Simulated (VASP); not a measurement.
A run of VASP 6.6.1:

File POSCAR:

```
Cs2AgBiF6
1.0
    0.0000000000      4.7399730000      4.7399730000
    4.7399730000      0.0000000000      4.7399730000
    4.7399730000      4.7399730000      0.0000000000
Bi Cs F Ag
1 2 6 1
Direct
    0.5000000000      0.5000000000      0.5000000000
    0.2500000000      0.2500000000      0.2500000000
    0.7500000000      0.7500000000      0.7500000000
    0.7700000000      0.2300000000      0.2300000000
    0.2300000000      0.7700000000      0.2300000000
    0.2300000000      0.7700000000      0.7700000000
    0.7700000000      0.2300000000      0.7700000000
    0.2300000000      0.2300000000      0.7700000000
    0.7700000000      0.7700000000      0.2300000000
    0.0000000000      0.0000000000      0.0000000000
```

Contents of INCAR.step1:

```
ALGO     = Normal         # electronic algorithm
EDIFF    = 1E-4           # SCF threshold, eV
ENCUT    = 520            # plane-wave cutoff, eV
GGA      = PE             # functional
ISMEAR   = 0              # smearing method
LASPH    = T              # aspherical terms in the spheres
LCHARG   = F              # write CHGCAR
LREAL    = F              # projectors in reciprocal space
LWAVE    = T              # write WAVECAR
NBANDS   = 54             # bands
NELM     = 100            # most SCF steps
PREC     = Accurate       # precision mode
SIGMA    = 0.188          # smearing width, eV
```

Contents of INCAR.step2:

```
ALGO     = Normal         # electronic algorithm
EDIFF    = 1E-6           # SCF threshold, eV
ENCUT    = 520            # plane-wave cutoff, eV
ISIF     = 2              # what is computed and relaxed
ISMEAR   = 0              # smearing method
ISTART   = 1            
LASPH    = T              # aspherical terms in the spheres
LCHARG   = F              # write CHGCAR
LMIXTAU  = T            
LREAL    = F              # projectors in reciprocal space
LWAVE    = F              # write WAVECAR
METAGGA  = R2SCAN         # meta-GGA
NBANDS   = 54             # bands
NELM     = 100            # most SCF steps
PREC     = Accurate       # precision mode
SIGMA    = 0.188          # smearing width, eV
```

KPOINTS

```
k-points
0
Gamma
  5 5 5
```

Potentials or basis: VASP PAW PBE potentials, release 64 (Bi_d, Cs_sv, F, Ag).

Command:

```console
$ cat potpaw_PBE.64/Bi_d/POTCAR potpaw_PBE.64/Cs_sv/POTCAR potpaw_PBE.64/F/POTCAR potpaw_PBE.64/Ag/POTCAR > POTCAR
$ cp INCAR.step1 INCAR
$ mpirun -np 1 vasp_std > vasp.out
$ cp INCAR.step2 INCAR
$ mpirun -np 1 vasp_std > vasp.out
```

Hardware: 1 thread of Oxide Virtual Turin-like Processor (shared host).

Task: How long does it take, and how much memory?

Result: Wall time 11 min on 1 thread of Oxide Virtual Turin-like Processor, with other jobs on the host, peak memory 0.43 GiB. Counts: k points 10.
